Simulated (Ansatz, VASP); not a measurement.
**BaTe: VASP beside Ansatz**

Contents of INCAR:

```
SYSTEM = BaTe
ALGO     = Normal         ! electronic algorithm
EDIFF    = 1E-6           ! SCF threshold, eV
ENCUT    = 520            ! plane-wave cutoff, eV
GGA      = PE             ! functional
ISIF     = 2              ! what is computed and relaxed
ISMEAR   = 0              ! smearing method
LASPH    = .True.         ! aspherical terms in the spheres
LCHARG   = .False.        ! write CHGCAR
LREAL    = .False.        ! projectors in reciprocal space
LWAVE    = .False.        ! write WAVECAR
NBANDS   = 15             ! bands
NELM     = 80             ! most SCF steps
PREC     = Accurate       ! precision mode
SIGMA    = 0.05           ! smearing width, eV
```

Contents of KPOINTS:

```
k-points
0
Gamma
  8 8 8
  0 0 0
```

The input POSCAR:

```
BaTe
1.0
    0.0000000000      3.9144414212      3.9144414212
    3.9144414212      0.0000000000      3.9144414212
    3.9144414212      3.9144414212      0.0000000000
Ba Te
1 1
Direct
    0.0000000000      0.0000000000      0.0000000000
    0.2755464290      0.2755464290      0.2244535710
```

Input for Ansatz:

```yaml
crystal:
  lattice:
    - [0.0, 3.9144414212, 3.9144414212]
    - [3.9144414212, 0.0, 3.9144414212]
    - [3.9144414212, 3.9144414212, 0.0]
  atoms:
    - { symbol: Ba, position: [0.0, 0.0, 0.0] }
    - { symbol: Te, position: [0.275546429, 0.275546429, 0.224453571] }
basis:
  ecutwfc: 420
  ecutrho_ratio: 4
kpoints:
  mp_grid: { grid: [8, 8, 8] }
hamiltonian:
  xc: pbe
scf:
  occupations: { method: gaussian, width: 0.05 }
output:
  forces: true
  stress: true
  eigenvalues: true
  write_density: true
  write_potential: true
  elf: true
  volumetric_format: npy
```

Alike in both runs: task single point; functional PBE; k mesh 8 × 8 × 8; occupations gaussian, width 0.05 eV; no spin polarisation.

```csv
,VASP,Ansatz
version,VASP 6.6.1,Ansatz 0.2.0
potentials or method,"VASP PAW PBE potentials, release 64 (Ba_sv, Te), cutoff 520 eV","scalar-relativistic, plane waves, PAW"
valence electrons in the cell,16,26
```

```tsv
	VASP	Ansatz	Ansatz less VASP
gap on the k mesh at the Fermi level (eV)	2.52	2.51	-0.008
least direct gap on the mesh (eV)	2.85	2.88	+0.025
pressure (GPa)	0.4	0.2	-0.21
traceless stress, the component that is largest in VASP (GPa)	-1.29	-1.20	+0.091
rms of the force components (eV/Å)	0.320	0.303	-0.0167
```

Atom by atom the forces differ by 0.017 eV/Å (rms over components). VASP's potentials hold 16 valence electrons a cell and Ansatz's 26, so a difference there can come from the potentials and not from the codes.

Spin-orbit coupling is off throughout.
